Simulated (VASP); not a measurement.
# TiO2 (I4_1/amd) in VASP: single point with PBE

Aim: the single point of TiO2 with PBE.

All numbers are computed with VASP 6.6.1; they aren't measurements. Logs are shortened: lines on timing, memory, paths and dates and some standing lists are left out, and cuts for length are marked.

## (1) The cell of the first run

The structure is tetragonal, space group I4_1/amd (No. 141). Conventional cell: a = 3.784 Å, b = 3.784 Å, c = 9.515 Å, α = 90.00°, β = 90.00°, γ = 90.00°. Within 2.6 Å of Ti (site symmetry -4m2) lie 6 O at 1.93 to 1.99 Å. O (site symmetry 2mm) has 3 Ti at 1.93 to 1.99 Å and 2 O at 2.47 Å within 2.6 Å.

## (2) Single point, PBE

The input, INCAR:

```
SYSTEM = TiO2
ALGO     = Normal         ! electronic algorithm
EDIFF    = 1E-6           ! SCF threshold, eV
ENCUT    = 520            ! plane-wave cutoff, eV
GGA      = PE             ! functional
ISIF     = 2              ! what is computed and relaxed
ISMEAR   = 0              ! smearing method
LASPH    = .True.         ! aspherical terms in the spheres
LCHARG   = .False.        ! write CHGCAR
LREAL    = .False.        ! projectors in reciprocal space
LWAVE    = .False.        ! write WAVECAR
NBANDS   = 33             ! bands
NELM     = 60             ! most SCF steps
PREC     = Accurate       ! precision mode
SIGMA    = 0.01           ! smearing width, eV
```

The input, KPOINTS:

```
k-points
0
Gamma
  7 7 7
  0 0 0
```

The input, POSCAR:

```
TiO2
1.0
   -1.8921000000      1.8921000000      4.7573000000
    1.8921000000     -1.8921000000      4.7573000000
    1.8921000000      1.8921000000     -4.7573000000
Ti O
2 4
Direct
    0.0000000000      0.0000000000      0.0000000000
    0.7500000000      0.2500000000      0.5000000000
    0.2087873590      0.2087873590      0.0000000000
    0.9587873590      0.4587873590      0.5000000000
    0.5412126410      0.0412126410      0.5000000000
    0.7912126410      0.7912126410      0.0000000000
```

Potentials or basis: VASP PAW PBE potentials, release 64 (Ti_sv, O).

The run is started by

```
$ cat potpaw_PBE.64/Ti_sv/POTCAR potpaw_PBE.64/O/POTCAR > POTCAR
$ mpirun -np 1 vasp_std > vasp.out
```

OUTCAR:

```text
SYSTEM = TiO2
   EDIFF = 1E-6
   ENCUT = 520
   GGA = PE
   ISIF = 2
   ISMEAR = 0
   LASPH = .True.
   LREAL = .False.
   NELM = 60
   PREC = Accurate

 ion  position               nearest neighbor table
   1  0.000  0.000  0.000-   5 1.93   4 1.93   5 1.93   4 1.93   3 1.99   6 1.99
   2  0.750  0.250  0.500-   6 1.93   3 1.93   6 1.93   3 1.93   4 1.99   5 1.99
   3  0.209  0.209  0.000-   2 1.93   2 1.93   1 1.99
   4  0.959  0.459  0.500-   1 1.93   1 1.93   2 1.99
   5  0.541  0.041  0.500-   1 1.93   1 1.93   2 1.99
   6  0.791  0.791  0.000-   2 1.93   2 1.93   1 1.99

  LATTYP: Found a body centered tetragonal cell.
 ALAT       =     3.7842000000
 C/A-ratio  =     2.5142962846

  Lattice vectors:

 A1 = (  -1.8921000000,   1.8921000000,   4.7573000000)
 A2 = (   1.8921000000,  -1.8921000000,   4.7573000000)
 A3 = (   1.8921000000,   1.8921000000,  -4.7573000000)

Analysis of symmetry for initial positions (statically):
=====================================================================
 Subroutine PRICEL returns:
 Original cell was already a primitive cell.

 Routine SETGRP: Setting up the symmetry group for a
 body centered tetragonal supercell.

 Subroutine GETGRP returns: Found 16 space group operations
 (whereof  8 operations were pure point group operations)
 out of a pool of 16 trial point group operations.

The static configuration has the point symmetry D_2d.
 The point group associated with its full space group is D_4h.

Analysis of symmetry for dynamics (positions and initial velocities):
=====================================================================
 Subroutine PRICEL returns:
 Original cell was already a primitive cell.

 Routine SETGRP: Setting up the symmetry group for a
 body centered tetragonal supercell.

 Subroutine GETGRP returns: Found 16 space group operations
 (whereof  8 operations were pure point group operations)
 out of a pool of 16 trial point group operations.

The dynamic configuration has the point symmetry D_2d.
 The point group associated with its full space group is D_4h.

 Subroutine INISYM returns: Found 16 space group operations
 (whereof  8 operations are pure point group operations),
 and found     1 'primitive' translations

----------------------------------------------------------------------------------------

                                     Primitive cell

  volume of cell :      68.1253

  direct lattice vectors                    reciprocal lattice vectors
    -1.892100000  1.892100000  4.757300000     0.000000000  0.264256646  0.105101633
     1.892100000 -1.892100000  4.757300000     0.264256646  0.000000000  0.105101633
     1.892100000  1.892100000 -4.757300000     0.264256646  0.264256646  0.000000000

  length of vectors
     5.458203744  5.458203744  5.458203744     0.284390450  0.284390450  0.373715333

  position of ions in fractional coordinates (direct lattice)
     0.000000000  0.000000000  0.000000000
     0.750000000  0.250000000  0.500000000
     0.208787359  0.208787359  0.000000000
     0.958787359  0.458787359  0.500000000
     0.541212641  0.041212641  0.500000000
     0.791212641  0.791212641  0.000000000

  ion indices of the primitive-cell ions
   primitive index   ion index
                 1           1
                 2           2
                 3           3
                 4           4
                 5           5
                 6           6

----------------------------------------------------------------------------------------

 KPOINTS: k-points

Automatic generation of k-mesh.
 Grid dimensions read from file:
 generate k-points for:    7    7    7

 Generating k-lattice:

  Cartesian coordinates                     Fractional coordinates (reciprocal lattice)
     0.000000000  0.037750949  0.015014519     0.142857143  0.000000000  0.000000000
     0.037750949  0.000000000  0.015014519     0.000000000  0.142857143  0.000000000
     0.037750949  0.037750949  0.000000000     0.000000000  0.000000000  0.142857143

  Length of vectors
     0.040627207  0.040627207  0.053387905

  Shift w.r.t. Gamma in fractional coordinates (k-lattice)
     0.000000000  0.000000000  0.000000000

 Subroutine IBZKPT returns following result:
 ===========================================

 Found     40 irreducible k-points:

 Following reciprocal coordinates:
            Coordinates               Weight
  0.000000  0.000000  0.000000      1.000000
  0.142857  0.000000  0.000000      8.000000
  0.285714  0.000000  0.000000      8.000000
  0.428571 -0.000000  0.000000      8.000000
  0.142857  0.142857  0.000000      8.000000
  0.285714  0.142857  0.000000     16.000000
[... 16 lines left out ...]
 -0.142857  0.285714  0.142857      8.000000
 -0.428571  0.428571  0.142857      8.000000
 [... further k-points ...]
   k-points           NKPTS =     40   k-points in BZ     NKDIM =     40   number of bands    NBANDS=     33
   number of dos      NEDOS =    301   number of ions     NIONS =      6
   total plane-waves  NPLWV =  74088
   dimension x,y,z NGX =    42 NGY =   42 NGZ =   42
   dimension x,y,z NGXF=    84 NGYF=   84 NGZF=   84
   ions per type =               2   4
   NGX,Y,Z   is equivalent  to a cutoff of  12.79, 12.79, 12.79 a.u.
   NGXF,Y,Z  is equivalent  to a cutoff of  25.58, 25.58, 25.58 a.u.
 SYSTEM =  TiO2
   PREC   = accura    normal or accurate (medium, high low for compatibility)
   ISTART =      0    job   : 0-new  1-cont  2-samecut
   ICHARG =      2    charge: 1-file 2-atom 10-const
   ISPIN  =      1    spin polarized calculation?
   LNONCOLLINEAR =      F non collinear calculations
   LSORBIT =      F    spin-orbit coupling
   LASPH  =      T    aspherical Exc in radial PAW
   ENCUT  =  520.0 eV  38.22 Ry    6.18 a.u.  10.15 10.15 10.15*2*pi/ulx,y,z
   NELM   =     60;   NELMIN=  2; NELMDL= -5     # of ELM steps
   EDIFF  = 0.1E-05   stopping-criterion for ELM
   LREAL  =      F    real-space projection
   EDIFFG = 0.1E-04   stopping-criterion for IOM
   NSW    =      0    number of steps for IOM
   IBRION =     -1    ionic relax: 0-MD 1-quasi-New 2-CG
   NFREE  =      0    steps in history (QN), initial steepest desc. (CG)
   ISIF   =      2    stress and relaxation
   ISYM   =      2    0-nonsym 1-usesym 2-fastsym
   POTIM  = 0.5000    time-step for ionic-motion
   TEBEG  =    0.0;   TEEND  =   0.0 temperature during run
   PSTRESS=    0.0 pullay stress
   NELECT =      48.0000    total number of electrons
   NUPDOWN=      -1.0000    fix difference up-down
   EMIN   =  10.00;   EMAX   =-10.00  energy-range for DOS
   EFERMI =   0.00;   METHOD = LEGACY
   ISMEAR =     0;   SIGMA  =   0.01  broadening in eV -4-tet -1-fermi 0-gaus
   EFERMI_NEDOS =   21; number of points for ismear=-14 and -15
   IALGO  =     38    algorithm
   IMIX   =      4    mixing-type and parameters
     AMIX     =   0.40;   BMIX     =  1.00
     AMIX_MAG =   1.60;   BMIX_MAG =  1.00
  volume/ion in A,a.u.               =      11.35        76.62
  Fermi-wavevector in a.u.,A,eV,Ry     =   1.456752  2.752862 28.873289  2.122127
  Thomas-Fermi vector in A             =   2.573634
   LORBIT       =      0    0 simple, 1 ext, 2 COOP (PROOUT), +10 PAW based schemes
   GGA     = PE    functional components
   LHFCALC =     F    Hartree Fock is set to
   AEXX    =    0.0000 exact exchange contribution
   IVDW    =     0    specifies the selected vdW correction
   LEPSILON=     F    determine dielectric tensor
   LRPA    =     F    only Hartree local field effects (RPA)
 non-spin polarized calculation
 Gauss-broadening in eV      SIGMA  =   0.01
  energy-cutoff  :      520.00
  volume of cell :       68.13
 maximum number of plane-waves:      1850
 NGX is ok and might be reduce to    42
   NGX = 21   NGY = 21   NGZ = 21

 number of electron      47.9999990 magnetization

 Free energy of the ion-electron system (eV)
  ---------------------------------------------------
  ext. energy  EPLUGINS =         0.00000000
  ---------------------------------------------------
  free energy    TOTEN  =       -53.82774503 eV

  energy without entropy =      -53.82774503  energy(sigma->0) =      -53.82774503

 E-fermi :   3.6146     XC(G=0): -10.7406

 val. band max:        3.4260926286   @ k =  -0.4286   0.4286   0.0000
 cond. band min:       5.4989007577   @ k =   0.0000   0.0000   0.0000
 fundamental gap:      2.0728081291
 Fermi energy:         3.6145654199

 k-point     1 :       0.0000    0.0000    0.0000
  band No.  band energies     occupation
      1     -53.0009      2.00000
      2     -52.9406      2.00000
      3     -29.4634      2.00000
      4     -29.2261      2.00000
      5     -29.2261      2.00000
      6     -29.1546      2.00000
[... 25 lines left out ...]
     32       8.6913      0.00000
     33       8.6955      0.00000

 k-point     2 :       0.1429    0.0000    0.0000
  band No.  band energies     occupation
      1     -52.9983      2.00000
      2     -52.9424      2.00000
      3     -29.4580      2.00000
      4     -29.2515      2.00000
      5     -29.2279      2.00000
      6     -29.1648      2.00000
[... 25 lines left out ...]
     32       8.8876      0.00000
     33       9.2047      0.00000

 k-point     3 :       0.2857    0.0000    0.0000
  band No.  band energies     occupation
      1     -52.9916      2.00000
      2     -52.9472      2.00000
      3     -29.4465      2.00000
      4     -29.3057      2.00000
      5     -29.2316      2.00000
      6     -29.1828      2.00000
[... 25 lines left out ...]
     32       9.2620      0.00000
     33       9.7217      0.00000

 k-point     4 :       0.4286   -0.0000    0.0000
  band No.  band energies     occupation
      1     -52.9848      2.00000
      2     -52.9525      2.00000
      3     -29.4367      2.00000
      4     -29.3502      2.00000
      5     -29.2342      2.00000
      6     -29.1903      2.00000
[... 673 lines left out ...]
     32       9.9205      0.00000
     33      10.1659      0.00000

 k-point    23 :      -0.1429    0.2857    0.1429
  band No.  band energies     occupation
      1     -52.9868      2.00000
      2     -52.9505      2.00000
      3     -29.4505      2.00000
      4     -29.3357      2.00000
      5     -29.2324      2.00000
      6     -29.2025      2.00000
[... 25 lines left out ...]
     32       9.3887      0.00000
     33      10.0587      0.00000

 k-point    24 :      -0.4286    0.4286    0.1429
  band No.  band energies     occupation
      1     -52.9733      2.00000
      2     -52.9612      2.00000
      3     -29.4246      2.00000
      4     -29.3820      2.00000
      5     -29.2652      2.00000
      6     -29.2481      2.00000
[... 25 lines left out ...]
     32       9.8014      0.00000
     33      10.8056      0.00000

 [... further k-points ...]

------------------------ aborting loop because EDIFF is reached ----------------------------------------

  FORCE on cell =-STRESS in cart. coord.  units (eV):
  Direction    XX          YY          ZZ          XY          YZ          ZX
  --------------------------------------------------------------------------------------
  -------------------------------------------------------------------------------------
  Total        2.3272151      2.3272151      2.3990323      0.0000000      0.0000000      0.0000000
  in kB       54.7316329     54.7316329     56.4206353      0.0000000      0.0000000      0.0000000
  external PRESSURE =      55.2946337 kB  Pullay stress =       0.0000000 kB

 VOLUME and BASIS-vectors are now :
 -----------------------------------------------------------------------------
  energy-cutoff  :      520.00
  volume of cell :       68.13
      direct lattice vectors                 reciprocal lattice vectors
    -1.892100000  1.892100000  4.757300000     0.000000000  0.264256646  0.105101633
     1.892100000 -1.892100000  4.757300000     0.264256646  0.000000000  0.105101633
     1.892100000  1.892100000 -4.757300000     0.264256646  0.264256646  0.000000000

 POSITION                                       TOTAL-FORCE (eV/Angst)
 -----------------------------------------------------------------------------------
      0.00000      0.00000      0.00000         0.000000      0.000000     -0.000000
      0.00000      1.89210      2.37865         0.000000      0.000000     -0.000000
      0.00000      0.00000      1.98653        -0.000000     -0.000000      0.022820
      0.00000      1.89210      4.36518        -0.000000     -0.000000      0.022820
      0.00000      1.89210      0.39212        -0.000000     -0.000000     -0.022820
      0.00000      0.00000      7.52807         0.000000      0.000000     -0.022820
 -----------------------------------------------------------------------------------
    total drift:                               -0.000000     -0.000000      0.000000

  FREE ENERGIE OF THE ION-ELECTRON SYSTEM (eV)
  ---------------------------------------------------
  free  energy   TOTEN  =       -53.8277450331 eV

  energy  without entropy=      -53.8277450331  energy(sigma->0) =      -53.82774503
```

Wall time 3.3 min (1 thread of Intel Xeon Platinum 8259CL at 2.50GHz (Skylake/Cascade Lake), shared host); peak memory 0.28 GiB.

What came out:

```yaml
Free_energy: -53.8277 eV
Pressure: 5.5 GPa
Largest_force: 0.023 eV/Å
Band_gap_on_the_k_mesh: 2.07 eV (least direct gap 2.44 eV)
```

Forces in eV/Å, atoms in the order of the input:
```
Ti   0.000  0.000  0.000
Ti   0.000  0.000  0.000
O    0.000  0.000  0.023
O    0.000  0.000  0.023
O    0.000  0.000 -0.023
O    0.000  0.000 -0.023
```

Stress tensor (GPa, compression positive):
```
5.47 0.00 0.00
0.00 5.47 0.00
0.00 0.00 5.64
```

Levels at points of the mesh, in eV from the valence-band top:
```
           k point  band 21  band 22  band 23  band 24  band 25  band 26  band 27  band 28
(0.00, 0.00, 0.00)    -0.79    -0.79    -0.50    -0.50     2.07     2.81     3.92     3.92
```

Caveat: the cell stands under pressure; an odd mesh through Γ misses points on the zone boundary, where band edges can lie.
